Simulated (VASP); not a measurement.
# WS2 (P6_3/mmc) in VASP: vibrations by perturbation theory with LDA

Aim: the vibrations by perturbation theory of WS2 with LDA.

All numbers are computed with VASP 6.6.1; they aren't measurements. Logs are shortened: lines on timing, memory, paths and dates and some standing lists are left out, and cuts for length are marked.

### Step 1. The cell of the first run

It takes space group P6_3/mmc (No. 194, hexagonal). Conventional cell: a = 3.127 Å, b = 3.127 Å, c = 12.154 Å, α = 90.00°, β = 90.00°, γ = 120.00°. Within 3.2 Å of S (site symmetry 3m) lie 3 W at 2.39 Å and 7 S at 3.12 to 3.13 Å. Within 3.2 Å of W (site symmetry -6m2) lie 6 S at 2.39 Å and 6 W at 3.13 Å.

### Step 2. Vibrations by perturbation theory, LDA

Input file INCAR:

```
ALGO = Normal
EDIFF = 1E-8
ENCUT = 520
GGA = CA
IBRION = 8
ISIF = 2
ISMEAR = 0
LASPH = T
LCHARG = F
LEPSILON = T
LREAL = F
LWAVE = F
NELM = 100
NSW = 1
PREC = Accurate
SIGMA = 0.01
```

Input file KPOINTS:

```
k-points
0
Gamma
  6 6 2
```

Input file POSCAR:

```
WS2
1.0
    3.1267168619      0.0000000000      0.0000000000
   -1.5633584310      2.7078162329      0.0000000000
    0.0000000000      0.0000000000     12.1541551996
S W
4 2
Direct
    0.3333333333      0.6666666667      0.1214685650
    0.3333333333      0.6666666667      0.3785314350
    0.6666666667      0.3333333333      0.6214685650
    0.6666666667      0.3333333333      0.8785314350
    0.6666666667      0.3333333333      0.2500000000
    0.3333333333      0.6666666667      0.7500000000
```

Potentials or basis: VASP PAW LDA potentials, release 64 (S, W_sv).

The run is started by

```
$ cat potpaw_LDA.64/S/POTCAR potpaw_LDA.64/W_sv/POTCAR > POTCAR
$ mpirun -np 1 vasp_std > vasp.out
```

OUTCAR:

```text
EDIFF = 1E-8
   ENCUT = 520
   GGA = CA
   IBRION = 8
   ISIF = 2
   ISMEAR = 0
   LASPH = T
   LEPSILON = T
   LREAL = F
   NELM = 100
   NSW = 1
   PREC = Accurate

 ion  position               nearest neighbor table
   1  0.333  0.667  0.121-   5 2.39   5 2.39   5 2.39
   2  0.333  0.667  0.379-   5 2.39   5 2.39   5 2.39
   3  0.667  0.333  0.621-   6 2.39   6 2.39   6 2.39
   4  0.667  0.333  0.879-   6 2.39   6 2.39   6 2.39
   5  0.667  0.333  0.250-   1 2.39   2 2.39   1 2.39   2 2.39   1 2.39   2 2.39
   6  0.333  0.667  0.750-   3 2.39   4 2.39   3 2.39   4 2.39   3 2.39   4 2.39

  LATTYP: Found a hexagonal cell.
 ALAT       =     3.1267168619
 C/A-ratio  =     3.8871940558

  Lattice vectors:

 A1 = (   3.1267168619,   0.0000000000,   0.0000000000)
 A2 = (  -1.5633584310,   2.7078162329,   0.0000000000)
 A3 = (   0.0000000000,   0.0000000000,  12.1541551996)

Analysis of symmetry for initial positions (statically):
=====================================================================
 Subroutine PRICEL returns:
 Original cell was already a primitive cell.

 Routine SETGRP: Setting up the symmetry group for a
 hexagonal supercell.

 Subroutine GETGRP returns: Found 24 space group operations
 (whereof 12 operations were pure point group operations)
 out of a pool of 24 trial point group operations.

The static configuration has the point symmetry D_3d.
 The point group associated with its full space group is D_6h.

Analysis of symmetry for dynamics (positions and initial velocities):
=====================================================================
 Subroutine PRICEL returns:
 Original cell was already a primitive cell.

 Routine SETGRP: Setting up the symmetry group for a
 hexagonal supercell.

 Subroutine GETGRP returns: Found 24 space group operations
 (whereof 12 operations were pure point group operations)
 out of a pool of 24 trial point group operations.

The dynamic configuration has the point symmetry D_3d.
 The point group associated with its full space group is D_6h.

 Subroutine INISYM returns: Found 24 space group operations
 (whereof 12 operations are pure point group operations),
 and found     1 'primitive' translations

----------------------------------------------------------------------------------------

                                     Primitive cell

  volume of cell :     102.9041

  direct lattice vectors                    reciprocal lattice vectors
     3.126716862  0.000000000  0.000000000     0.319824290  0.184650640  0.000000000
[... 714 lines left out ...]
  x     0.00000     0.00000     0.00000     0.00000     0.00000     0.00000
  y     0.00000     0.00000     0.00000     0.00000     0.00000     0.00000
  z     0.00000     0.00000     0.00000     0.00000     0.00000     0.00000

 PIEZOELECTRIC TENSOR (including local field effects)  for field in x, y, z        (C/m^2)
          XX          YY          ZZ          XY          YZ          ZX
  --------------------------------------------------------------------------------
  x     0.00000     0.00000     0.00000     0.00000     0.00000     0.00000
  y     0.00000     0.00000     0.00000     0.00000     0.00000     0.00000
  z     0.00000     0.00000     0.00000     0.00000     0.00000     0.00000

 BORN EFFECTIVE CHARGES (including local field effects) (in |e|, cummulative output)
 ---------------------------------------------------------------------------------
 ion    1
    1     0.37736    -0.00000     0.00000
    2    -0.00000     0.37736     0.00000
    3     0.00000     0.00000     0.28739
 ion    2
    1     0.37736    -0.00000     0.00000
    2    -0.00000     0.37736    -0.00000
    3    -0.00000    -0.00000     0.28739
 ion    3
    1     0.37736    -0.00000     0.00000
    2    -0.00000     0.37736    -0.00000
    3    -0.00000    -0.00000     0.28739
 ion    4
    1     0.37736    -0.00000     0.00000
    2    -0.00000     0.37736     0.00000
    3     0.00000     0.00000     0.28739
 ion    5
    1    -0.75471     0.00000    -0.00000
    2     0.00000    -0.75471     0.00000
    3     0.00000     0.00000    -0.57478
 ion    6
    1    -0.75471     0.00000    -0.00000
    2     0.00000    -0.75471     0.00000
    3     0.00000     0.00000    -0.57478

 INTERNAL STRAIN TENSOR FOR ION    6 for displacements in x,y,z  (eV/Angst):
          X           Y           Z          XY          YZ          ZX
  --------------------------------------------------------------------------------
  x     0.00000    -0.00000    -0.00000    -6.82825     0.00000     0.00000
  y    -6.82825     6.82825     0.00000    -0.00000     0.00000     0.00000
  z    -0.00000     0.00000     0.00000     0.00000     0.00000    -0.00000

 SECOND DERIVATIVES (NOT SYMMETRIZED)
 ------------------------------------
               1X          1Y          1Z          2X          2Y          2Z          3X          3Y          3Z          4X          4Y          4Z          5X          5Y          5Z          6X          6Y          6Z
  1X   -10.905224    0.000000   -0.000000   -0.346290    0.000000    0.000000   -0.031665    0.000000    0.000000    0.075062   -0.000000   -0.000000   11.155695   -0.000000    0.000000    0.052421   -0.000000    0.000000
  1Y     0.000000  -10.905224    0.000000    0.000000   -0.346290    0.000000    0.000000   -0.031665   -0.000000   -0.000000    0.075062    0.000000   -0.000000   11.155695   -0.000000   -0.000000    0.052421    0.000000
  1Z     0.000000    0.000000  -19.032783   -0.000000    0.000000    1.952888    0.000000    0.000000    0.065063   -0.000000    0.000000    0.265004    0.000000    0.000000   16.704023    0.000000    0.000000    0.045805
  2X    -0.346290    0.000000    0.000000  -10.905224    0.000000    0.000000    0.075062   -0.000000    0.000000   -0.031665    0.000000    0.000000   11.155695   -0.000000   -0.000000    0.052421   -0.000000    0.000000
  2Y     0.000000   -0.346290   -0.000000    0.000000  -10.905224    0.000000   -0.000000    0.075062    0.000000    0.000000   -0.031665    0.000000   -0.000000   11.155695   -0.000000   -0.000000    0.052421   -0.000000
  2Z     0.000000    0.000000    1.952888   -0.000000   -0.000000  -19.032783    0.000000   -0.000000    0.265004   -0.000000    0.000000    0.065063    0.000000   -0.000000   16.704023    0.000000   -0.000000    0.045805
  3X    -0.031665    0.000000    0.000000    0.075062   -0.000000    0.000000  -10.905224    0.000000    0.000000   -0.346290    0.000000    0.000000    0.052421   -0.000000    0.000000   11.155695   -0.000000   -0.000000
  3Y     0.000000   -0.031665    0.000000   -0.000000    0.075062    0.000000    0.000000  -10.905224    0.000000    0.000000   -0.346290   -0.000000   -0.000000    0.052421   -0.000000   -0.000000   11.155695   -0.000000
  3Z    -0.000000    0.000000    0.065063    0.000000   -0.000000    0.265004   -0.000000   -0.000000  -19.032783    0.000000    0.000000    1.952888    0.000000   -0.000000    0.045805    0.000000   -0.000000   16.704023
  4X     0.075062   -0.000000   -0.000000   -0.031665    0.000000    0.000000   -0.346290    0.000000    0.000000  -10.905224    0.000000   -0.000000    0.052421   -0.000000    0.000000   11.155695   -0.000000    0.000000
  4Y    -0.000000    0.075062    0.000000    0.000000   -0.031665   -0.000000    0.000000   -0.346290    0.000000    0.000000  -10.905224    0.000000   -0.000000    0.052421    0.000000   -0.000000   11.155695   -0.000000
  4Z    -0.000000    0.000000    0.265004    0.000000    0.000000    0.065063   -0.000000    0.000000    1.952888    0.000000    0.000000  -19.032783    0.000000    0.000000    0.045805    0.000000    0.000000   16.704023
  5X    11.163052   -0.000000    0.000000   11.163052   -0.000000   -0.000000    0.049553   -0.000000   -0.000000    0.049553   -0.000000    0.000000  -22.484189    0.000000    0.000000    0.058979   -0.000000    0.000000
  5Y    -0.000000   11.163052    0.000000   -0.000000   11.163052   -0.000000   -0.000000    0.049553    0.000000   -0.000000    0.049553    0.000000    0.000000  -22.484189    0.000000   -0.000000    0.058979    0.000000
  5Z    -0.000000   -0.000000   16.798241   -0.000000    0.000000   16.798241    0.000000    0.000000   -0.042227   -0.000000   -0.000000   -0.042227    0.000000    0.000000  -33.721613    0.000000   -0.000000    0.209585
  6X     0.049553   -0.000000    0.000000    0.049553   -0.000000   -0.000000   11.163052   -0.000000   -0.000000   11.163052   -0.000000    0.000000    0.058979   -0.000000    0.000000  -22.484189    0.000000    0.000000
  6Y    -0.000000    0.049553    0.000000   -0.000000    0.049553    0.000000   -0.000000   11.163052   -0.000000   -0.000000   11.163052    0.000000   -0.000000    0.058979    0.000000    0.000000  -22.484189    0.000000
  6Z    -0.000000   -0.000000   -0.042227    0.000000    0.000000   -0.042227   -0.000000    0.000000   16.798241   -0.000000   -0.000000   16.798241    0.000000   -0.000000    0.209585    0.000000    0.000000  -33.721613

 Eigenvectors and eigenvalues of the dynamical matrix
 ----------------------------------------------------

   1 f  =   13.270068 THz    83.378298 2PiTHz  442.641831 cm-1    54.880568 meV
             X         Y         Z           dx          dy          dz
     -0.000000  1.805211  1.476348    -0.000000    0.000000   -0.433339
     -0.000000  1.805211  4.600730    -0.000000    0.000000   -0.433339
      1.563358  0.902605  7.553425    -0.000000    0.000000    0.433339
      1.563358  0.902605 10.677807    -0.000000    0.000000    0.433339
      1.563358  0.902605  3.038539     0.000000   -0.000000    0.352752
     -0.000000  1.805211  9.115616     0.000000   -0.000000   -0.352752
[... 145 lines left out ...]
  18 f/i=    0.001061 THz     0.006666 2PiTHz    0.035388 cm-1     0.004388 meV
             X         Y         Z           dx          dy          dz
     -0.000000  1.805211  1.476348    -0.000000   -0.000000   -0.254306
     -0.000000  1.805211  4.600730    -0.000000   -0.000000   -0.254306
      1.563358  0.902605  7.553425    -0.000000   -0.000000   -0.254306
      1.563358  0.902605 10.677807    -0.000000   -0.000000   -0.254306
      1.563358  0.902605  3.038539    -0.000000   -0.000000   -0.608816
     -0.000000  1.805211  9.115616    -0.000000   -0.000000   -0.608816

--------------------------------------------------------------------------------------------------------

 MACROSCOPIC STATIC DIELECTRIC TENSOR IONIC CONTRIBUTION
 ------------------------------------------------------
           0.089340    -0.000000    -0.000000
          -0.000000     0.089340     0.000000
          -0.000000     0.000000     0.034675
 ------------------------------------------------------

 ELASTIC MODULI CONTR FROM IONIC RELAXATION (kBar)
 Direction    XX          YY          ZZ          XY          YZ          ZX
 --------------------------------------------------------------------------------
 XX        -509.9275   -327.3104  -1093.5682      0.0000     -0.0000      0.0000
 YY        -327.3104   -509.9275  -1093.5682      0.0000      0.0000     -0.0000
 ZZ       -1093.5682  -1093.5682  -2856.7544      0.0000      0.0000      0.0000
 XY           0.0000      0.0000      0.0000    -91.3086     -0.0000     -0.0000
 YZ           0.0000      0.0000      0.0000     -0.0000  -1535.0040      0.0000
 ZX           0.0000     -0.0000      0.0000     -0.0000      0.0000  -1284.3939
 --------------------------------------------------------------------------------

 PIEZOELECTRIC TENSOR IONIC CONTR  for field in x, y, z        (C/m^2)
          XX          YY          ZZ          XY          YZ          ZX
  --------------------------------------------------------------------------------
  x     0.00000    -0.00000     0.00000     0.00000     0.00000     0.00000
  y     0.00000    -0.00000    -0.00000    -0.00000     0.00000    -0.00000
  z    -0.00000     0.00000    -0.00000    -0.00000     0.00000     0.00000
```

It took 15 min on 1 thread of Intel Xeon 6975P-C (Granite Rapids), shared host; peak memory 0.48 GiB.

Results:

* Electronic dielectric tensor (diagonal): 14.71, 14.71, 6.86
* Born charges (mean of the diagonal): S +0.35; W -0.69 e
* Highest phonon frequency at Γ, LO-TO splitting left out: 443 cm⁻¹

Phonon frequencies in cm⁻¹ (negative: imaginary):
```
              q point                                                     frequencies
(0.000, 0.000, 0.000)  0 0 0 28 28 44 298 298 301 301 358 358 358 358 420 424 438 443
```

Electronic dielectric tensor:
```
14.71  0.00  0.00
 0.00 14.71  0.00
 0.00  0.00  6.86
```

Born effective charge tensors (e):
atom 1, S
```
0.38 0.00 0.00
0.00 0.38 0.00
0.00 0.00 0.29
```
atom 2, S
```
0.38 0.00 0.00
0.00 0.38 0.00
0.00 0.00 0.29
```
atom 3, S
```
0.38 0.00 0.00
0.00 0.38 0.00
0.00 0.00 0.29
```
atom 4, S
```
0.38 0.00 0.00
0.00 0.38 0.00
0.00 0.00 0.29
```
atom 5, W
```
-0.75  0.00  0.00
 0.00 -0.75  0.00
 0.00  0.00 -0.57
```
atom 6, W
```
-0.75  0.00  0.00
 0.00 -0.75  0.00
 0.00  0.00 -0.57
```

Caveat: the k points lie up to 0.39 Å⁻¹ apart; spin-orbit coupling is left out, which moves the levels of the heavy elements.
